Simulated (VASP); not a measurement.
Wanted: the native input for a VASP 6.6.1 run.

```yaml
Task: single point
Functional: r2SCAN
Potentials_or_basis: VASP PAW PBE potentials, release 64 (Ti_sv, Co)
Cutoff: 520 eV
k_mesh: 12 × 12 × 12
Occupations: gaussian, width 0.05 eV
Spin: collinear spin, ferrimagnetic start
Starting_moments: "[-0.29, 1.55] μB"
Dipole_correction: no
Further_INCAR_settings: ALGO = Normal; EDIFF = 1e-06; NBANDS = 22
```

Crystal: TiCo.

```xyz
2
Lattice="3.0085 0.0000 0.0000 0.0000 3.0085 0.0000 0.0000 0.0000 3.0085" Properties=species:S:1:pos:R:3 pbc="T T T"
Ti    0.0000    0.0000    0.0000
Co    1.5043    1.5043    1.5043
```

These files were run (other wordings do the same):

POSCAR

```
TiCo
1.0
    3.0085154183      0.0000000000      0.0000000000
    0.0000000000      3.0085154183      0.0000000000
    0.0000000000      0.0000000000      3.0085154183
Ti Co
1 1
Direct
    0.0000000000      0.0000000000      0.0000000000
    0.5000000000      0.5000000000      0.5000000000
```

INCAR.step1

```
SYSTEM = TiCo
  ALGO = Normal
  EDIFF = 1E-4
  ENCUT = 520
  GGA = PE
  ISMEAR = 0
  ISPIN = 2
  LASPH = .TRUE.
  LCHARG = .FALSE.
  LMAXMIX = 4
  LREAL = .FALSE.
  LWAVE = .TRUE.
  MAGMOM = -0.29 1.55
  NBANDS = 22
  NELM = 150
  PREC = Accurate
  SIGMA = 0.05
```

INCAR.step2

```
SYSTEM = TiCo
  ALGO = Normal
  EDIFF = 1E-6
  ENCUT = 520
  ISIF = 2
  ISMEAR = 0
  ISPIN = 2
  ISTART = 1
  LASPH = .TRUE.
  LCHARG = .TRUE.
  LELF = .TRUE.
  LMAXMIX = 4
  LMIXTAU = .TRUE.
  LORBIT = 11
  LREAL = .FALSE.
  LVHAR = .TRUE.
  LWAVE = .FALSE.
  MAGMOM = -0.29 1.55
  METAGGA = R2SCAN
  NBANDS = 22
  NELM = 150
  PREC = Accurate
  SIGMA = 0.05
```

KPOINTS

```
k-points
0
G
  12 12 12
  0 0 0
```

Potentials or basis: VASP PAW PBE potentials, release 64 (Ti_sv, Co).

Command:

```sh
$ cat potpaw_PBE.64/Ti_sv/POTCAR potpaw_PBE.64/Co/POTCAR > POTCAR
$ cp INCAR.step1 INCAR
$ mpirun -np 1 vasp_std > vasp.out
$ cp INCAR.step2 INCAR
$ mpirun -np 1 vasp_std > vasp.out
```

Results of the run:

```
Pressure                                              : -2.7 GPa
Net moment                                            : 0.90 μB per cell
Site moments                                          : Ti -0.31; Co +1.42 μB
Valence electrons inside the program's atomic spheres : Ti 10.21; Co 8.28
```

Caveat: the PAW data sets were made with another functional, which shifts forces and pressure a little.

Wall time 8.8 min on 1 thread of Intel Xeon 8259CL, with other jobs on the host, peak memory 0.19 GiB.
